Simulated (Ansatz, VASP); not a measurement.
One calculation of NaCl, two programs

```
CELL_PARAMETERS angstrom
5.38980 -1.23475 -1.26517
-1.14367 6.77112 0.48054
-1.21135 0.42262 6.88041
ATOMIC_POSITIONS crystal
Na 0.69598 0.31488 0.66115
Na 0.29256 0.11405 0.05971
Na 0.89621 0.91596 0.46028
Na 0.49703 0.71475 0.86211
Na 0.10008 0.51608 0.26271
Cl 0.59851 0.51494 0.26222
Cl 0.39563 0.91542 0.46064
Cl 0.79456 0.11522 0.06055
Cl 0.19639 0.31516 0.66137
Cl 0.99658 0.71480 0.86130
```

Alike in both runs: task single point; functional PBE; k mesh 4 × 3 × 3; occupations gaussian, width 0.02 eV; no spin polarisation.

|  | VASP | Ansatz |
| --- | --- | --- |
| version | VASP 6.6.1 | Ansatz 0.2.0 |
| potentials or method | VASP PAW PBE potentials, release 64 (Na_pv, Cl), cutoff 520 eV | scalar-relativistic, plane waves, PAW |
| valence electrons in the cell | 70 | 80 |

```tsv
	VASP	Ansatz	Ansatz less VASP
gap on the k mesh at the Fermi level (eV)	4.93	4.93	0.000
least direct gap on the mesh (eV)	4.93	4.93	0.000
rms of the force components (eV/Å)	0.008	0.008	-0.0001
```

Atom by atom the forces differ by 0.000 eV/Å (rms over components). VASP's potentials hold 70 valence electrons a cell and Ansatz's 80, so a difference there can come from the potentials and not from the codes.
